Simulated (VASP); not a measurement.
# H10CO5 in VASP: further runs, part 2 of 2

VASP 6.6.1.

**5. Single point, PBE**

File INCAR:

```
  PREC = Accurate
  ENCUT = 520
  EDIFF = 1E-6
  ISMEAR = -1
  SIGMA = 0.02
  LREAL = Auto
  LASPH = True
  NELM = 100
  ALGO = Normal
  ISIF = 2
  LWAVE = False
  LCHARG = False
  GGA = PE
  NBANDS = 36
```

File KPOINTS:

```
Automatic mesh
0
Gamma
  1 1 1
```

File POSCAR:

```
H10CO5
1.0
    5.2511710000      0.0000000000      0.0000000000
    0.0000000000      5.2511710000      0.0000000000
    0.0000000000      0.0000000000      5.2511710000
O H C
5 10 1
Direct
    0.8757094370      0.2618844444      0.2121622015
    0.6568820555      0.3242324426      0.8156656868
    0.3949785676      1.0845009618      0.4672291190
    0.2895544632      0.6109113567      0.1858061754
    1.0511750617      0.7674478702      0.6745733475
    0.7903380027      0.2543623127      0.0391912585
    1.0408345110      0.1784173473      0.2290917588
    0.6127395204      0.1938234348      0.6900746519
    0.4810736500      0.3873993058      0.8356421834
    0.3302691914      0.9229179549      0.5296152039
    0.5605225958      1.0512321918      0.3713076569
    0.1300471838      0.5236355853      0.1822450650
    0.3744307698      0.4823305126      0.2884689910
    0.6810671372      0.7909854773      0.7566693219
    0.8890588404      0.7647817982      1.0576878948
    0.8850216456      0.7865102850      0.8303290828
```

Potentials or basis: VASP PAW PBE potentials, release 64 (O, H, C).

Started as:

```bash
$ cat potpaw_PBE.64/O/POTCAR potpaw_PBE.64/H/POTCAR potpaw_PBE.64/C/POTCAR > POTCAR
$ mpirun -np 1 vasp_gam > vasp.out
```

OUTCAR:

```text
PREC = Accurate
   ENCUT = 520
   EDIFF = 1E-6
   ISMEAR = -1
   LREAL = Auto
   LASPH = True
   NELM = 100
   ISIF = 2
   GGA = PE

 ion  position               nearest neighbor table
   1  0.876  0.262  0.212-   7 0.98   6 1.01
   2  0.657  0.324  0.816-   8 0.98   9 0.99   6 1.42
   3  0.395  0.085  0.467-  10 0.97  11 1.02
   4  0.290  0.611  0.186-  12 0.95  13 0.97
   5  0.051  0.767  0.675-  16 1.20
   6  0.790  0.254  0.039-   1 1.01   2 1.42
   7  0.041  0.178  0.229-   1 0.98
   8  0.613  0.194  0.690-   2 0.98
   9  0.481  0.387  0.836-   2 0.99
  10  0.330  0.923  0.530-   3 0.97
  11  0.561  0.051  0.371-   3 1.02
  12  0.130  0.524  0.182-   4 0.95
  13  0.374  0.482  0.288-   4 0.97
  14  0.681  0.791  0.757-  16 1.14
  15  0.889  0.765  0.058-  16 1.20
  16  0.885  0.787  0.830-  14 1.14  15 1.20   5 1.20

  LATTYP: Found a simple cubic cell.
 ALAT       =     5.2511710000

  Lattice vectors:

 A1 = (   5.2511710000,   0.0000000000,   0.0000000000)
 A2 = (   0.0000000000,   5.2511710000,   0.0000000000)
 A3 = (   0.0000000000,   0.0000000000,   5.2511710000)

Analysis of symmetry for initial positions (statically):
=====================================================================
 Subroutine PRICEL returns:
 Original cell was already a primitive cell.

 Routine SETGRP: Setting up the symmetry group for a
 simple cubic supercell.

 Subroutine GETGRP returns: Found  1 space group operations
 (whereof  1 operations were pure point group operations)
 out of a pool of 48 trial point group operations.

The static configuration has the point symmetry C_1 .

Analysis of symmetry for dynamics (positions and initial velocities):
=====================================================================
[... 134 lines left out ...]
     AMIX_MAG =   1.60;   BMIX_MAG =  1.00
  volume/ion in A,a.u.               =       9.05        61.07
  Fermi-wavevector in a.u.,A,eV,Ry     =   1.100617  2.079865 16.481524  1.211358
  Thomas-Fermi vector in A             =   2.237031
   LORBIT       =      0    0 simple, 1 ext, 2 COOP (PROOUT), +10 PAW based schemes
   GGA     = PE    functional components
   LHFCALC =     F    Hartree Fock is set to
   AEXX    =    0.0000 exact exchange contribution
   IVDW    =     0    specifies the selected vdW correction
   LEPSILON=     F    determine dielectric tensor
   LRPA    =     F    only Hartree local field effects (RPA)
 non-spin polarized calculation
  energy-cutoff  :      520.00
  volume of cell :      144.80
 maximum number of plane-waves:      1944
 NGX is ok and might be reduce to    40
   NGX = 19   NGY = 19   NGZ = 19

 number of electron      43.9999998 magnetization

 Free energy of the ion-electron system (eV)
  ---------------------------------------------------
  ext. energy  EPLUGINS =         0.00000000
  ---------------------------------------------------
  free energy    TOTEN  =       -79.92170067 eV

  energy without entropy =      -79.92170067  energy(sigma->0) =      -79.92170067

 E-fermi :  -2.0770     XC(G=0):  -7.5072

 val. band max:       -2.5568012663   @ k =   0.0000   0.0000   0.0000
 cond. band min:       1.3663694661   @ k =   0.0000   0.0000   0.0000
 fundamental gap:      3.9231707324
 Fermi energy:        -2.0769730811

 k-point     1 :       0.0000    0.0000    0.0000
  band No.  band energies     occupation
      1     -23.3524      2.00000
      2     -22.3132      2.00000
      3     -21.4076      2.00000
      4     -21.2434      2.00000
      5     -20.5301      2.00000
      6     -11.6643      2.00000
[... 26 lines left out ...]
     33       9.5363      0.00000
     34       9.8053      0.00000
 [bands above 34 left out]

------------------------ aborting loop because EDIFF is reached ----------------------------------------

  FORCE on cell =-STRESS in cart. coord.  units (eV):
  Direction    XX          YY          ZZ          XY          YZ          ZX
  --------------------------------------------------------------------------------------
  -------------------------------------------------------------------------------------
  Total        0.7729060      2.1820957      1.4671471      0.5043844      0.7881327      1.5199100
  in kB        8.5520210     24.1443713     16.2336341      5.5808939      8.7205013     16.8174429
  external PRESSURE =      16.3100088 kB  Pullay stress =       0.0000000 kB

 VOLUME and BASIS-vectors are now :
 -----------------------------------------------------------------------------
  energy-cutoff  :      520.00
  volume of cell :      144.80
      direct lattice vectors                 reciprocal lattice vectors
     5.251171000  0.000000000  0.000000000     0.190433715  0.000000000  0.000000000
     0.000000000  5.251171000  0.000000000     0.000000000  0.190433715  0.000000000
     0.000000000  0.000000000  5.251171000     0.000000000  0.000000000  0.190433715

 POSITION                                       TOTAL-FORCE (eV/Angst)
 -----------------------------------------------------------------------------------
      4.59850      1.37520      1.11410         0.278989     -0.067691      1.045555
      3.44940      1.70260      4.28320        -1.210956      0.475996     -0.542842
      2.07410      0.44373      2.45350         1.811615      0.373530     -1.012950
      1.52050      3.20800      0.97570         1.507349     -0.110772     -0.008959
      0.26873      4.03000      3.54230         1.193738      0.315923     -0.093457
      4.15020      1.33570      0.20580         0.570473     -0.002677      0.169548
[... 8 lines left out ...]
      4.66860      4.01600      0.30293         0.610755      0.406676     -1.701671
      4.64740      4.13010      4.36020        -2.466558     -1.096747      1.616828
 -----------------------------------------------------------------------------------
    total drift:                                0.004228     -0.002972      0.014656

  FREE ENERGIE OF THE ION-ELECTRON SYSTEM (eV)
  ---------------------------------------------------
  free  energy   TOTEN  =       -79.9217006677 eV

  energy  without entropy=      -79.9217006676  energy(sigma->0) =      -79.92170067
```

stdout:

```text
POSCAR found type information on POSCAR O H C
 POSCAR found :  3 types and      16 ions
 scaLAPACK will be used
 LDA part: xc-table for (Slater+PW92), standard interpolation
 POSCAR, INCAR and KPOINTS ok, starting setup
 FFT: planning ... GRIDC
 FFT: planning ... GRID_SOFT
 FFT: planning ... GRID
 WAVECAR not read
 entering main loop
```

Run time: 10 s. Hardware: 1 thread of Intel Xeon Platinum 8375C at 2.90GHz (Ice Lake), shared host; peak memory 0.23 GiB.

Results:

```
Free energy            : -79.9217 eV
Pressure               : 1.6 GPa
Largest force          : 3.147 eV/Å
Band gap on the k mesh : 3.92 eV
```

Forces on the atoms (eV/Å):
```
O    0.279 -0.068  1.046
O   -1.211  0.476 -0.543
O    1.812  0.374 -1.013
O    1.507 -0.111 -0.009
O    1.194  0.316 -0.093
H    0.570 -0.003  0.170
H   -0.260 -0.294 -0.205
H    0.051 -0.373 -0.640
H    0.412  0.444  0.668
H   -0.267 -0.415 -0.195
H   -1.367  0.210  0.443
H   -1.799 -0.258 -0.217
H    0.757  0.063  0.282
H    0.178  0.330  0.391
H    0.611  0.407 -1.702
C   -2.467 -1.097  1.617
```

Caveat: the k points lie up to 1.20 Å⁻¹ apart.

**6. Molecular dynamics, PBE**

File INCAR:

```
SYSTEM = H10CO5
PREC = Accurate
ENCUT = 520
EDIFF = 1E-5
ISMEAR = -1
SIGMA = 0.02
LREAL = Auto
LASPH = .TRUE.
NELM = 60
ALGO = Normal
ISIF = 2
LWAVE = .FALSE.
LCHARG = .FALSE.
GGA = PE
IBRION = 0
NSW = 40
POTIM = 0.5
TEBEG = 500.0
TEEND = 500.0
ISYM = 0
NELMIN = 4
RANDOM_SEED = 816915 0 0
MDALGO = 2
SMASS = 0
```

File KPOINTS:

```
Automatic mesh
0
G
  1 1 1
  0 0 0
```

File POSCAR:

```
H10CO5
1.0
    5.2511710000      0.0000000000      0.0000000000
    0.0000000000      5.2511710000      0.0000000000
    0.0000000000      0.0000000000      5.2511710000
O H C
5 10 1
Direct
    1.0138481400      0.2891563700      0.0971176400
    0.5921968600      0.3630553100      0.6897418700
    0.3820100900      0.9996864000      0.4928260400
    0.3951498700      0.5426214900      0.2194559000
    0.9432261600      0.8232288800      0.7667611100
    0.9148566900      0.3449117400     -0.0623660800
    1.0192161000      0.1051945800      0.0647125300
    0.4742356700      0.2155466300      0.6270117600
    0.5118810700      0.4431701200      0.8358687200
    0.2741592200      0.8596921200      0.5485957200
    0.4416644200      0.9622154000      0.3218284100
    0.2631450600      0.4253551300      0.1901158400
    0.5270134800      0.5133906600      0.3487139500
    0.5985745200      0.8981697600      0.9623724800
    0.8870572100      0.7490720100      1.1181357700
    0.8057972600      0.8308645100      0.9516826900
```

Potentials or basis: VASP PAW PBE potentials, release 64 (O, H, C).

Started as:

```bash
$ cat potpaw_PBE.64/O/POTCAR potpaw_PBE.64/H/POTCAR potpaw_PBE.64/C/POTCAR > POTCAR
$ mpirun -np 1 vasp_gam > vasp.out
```

Wall time 3.3 min (1 thread of Intel Xeon Platinum 8375C at 2.90GHz (Ice Lake), shared host); peak memory 0.24 GiB.

Step by step:
| step | potential energy change (eV) | largest force (eV/Å) | pressure (GPa) | volume (Å³) | temperature (K) |
| --- | --- | --- | --- | --- | --- |
| 1 | 0.0000 | 4.2455 | 2.56 | 144.80 | 499 |
| 2 | 0.0302 | 4.7360 | 1.81 | 144.80 | 485 |
| 3 | 0.0689 | 4.7698 | 1.13 | 144.80 | 467 |
| 4 | 0.0934 | 4.3130 | 0.55 | 144.80 | 455 |
| 5 | 0.0965 | 3.9542 | 0.10 | 144.80 | 455 |
| 6 | 0.0799 | 4.2315 | -0.17 | 144.80 | 466 |
| 7 | 0.0463 | 4.2971 | -0.22 | 144.80 | 487 |
| 8 | -0.0025 | 4.1383 | -0.07 | 144.80 | 516 |
| 9 | -0.0595 | 3.7269 | 0.28 | 144.80 | 549 |
| 10 | -0.1077 | 3.0226 | 0.82 | 144.80 | 575 |
| 11 | -0.1220 | 2.7367 | 1.51 | 144.80 | 582 |
| 12 | -0.0823 | 2.4192 | 2.30 | 144.80 | 559 |
| 13 | 0.0071 | 2.7256 | 3.07 | 144.80 | 511 |
| 14 | 0.1059 | 4.1076 | 3.61 | 144.80 | 458 |
| 15 | 0.1527 | 4.8613 | 3.76 | 144.80 | 433 |
| 16 | 0.1110 | 4.6434 | 3.41 | 144.80 | 452 |
| 17 | 0.0044 | 3.5478 | 2.65 | 144.80 | 505 |
| 18 | -0.0997 | 2.0068 | 1.71 | 144.80 | 556 |
| 19 | -0.1426 | 2.0289 | 0.81 | 144.80 | 575 |
| 20 | -0.1088 | 2.5378 | 0.07 | 144.80 | 554 |
| 21 | -0.0252 | 3.1650 | -0.47 | 144.80 | 507 |
| 22 | 0.0615 | 3.7240 | -0.83 | 144.80 | 458 |
| 23 | 0.1105 | 4.0079 | -1.07 | 144.80 | 429 |
| 24 | 0.1039 | 4.1438 | -1.20 | 144.80 | 430 |
| 25 | 0.0465 | 4.1567 | -1.21 | 144.80 | 458 |
| 26 | -0.0449 | 3.9406 | -1.07 | 144.80 | 504 |
| 27 | -0.1500 | 3.5147 | -0.76 | 144.80 | 556 |
| 28 | -0.2469 | 2.9357 | -0.28 | 144.80 | 603 |
| 29 | -0.3122 | 2.2832 | 0.36 | 144.80 | 630 |
| 30 | -0.3253 | 2.1120 | 1.15 | 144.80 | 626 |
| 31 | -0.2788 | 2.3409 | 1.96 | 144.80 | 589 |
| 32 | -0.1911 | 3.2704 | 2.67 | 144.80 | 530 |
| 33 | -0.1087 | 4.4779 | 3.07 | 144.80 | 475 |
| 34 | -0.0836 | 4.8405 | 3.04 | 144.80 | 450 |
| 35 | -0.1326 | 4.2679 | 2.56 | 144.80 | 462 |
| 36 | -0.2244 | 3.1432 | 1.72 | 144.80 | 496 |
| 37 | -0.3099 | 2.2535 | 0.75 | 144.80 | 527 |
| 38 | -0.3574 | 2.1922 | -0.17 | 144.80 | 538 |
| 39 | -0.3600 | 2.2898 | -0.88 | 144.80 | 525 |
| 40 | -0.3266 | 2.4002 | -1.33 | 144.80 | 493 |

Caveat: the k points lie up to 1.20 Å⁻¹ apart.
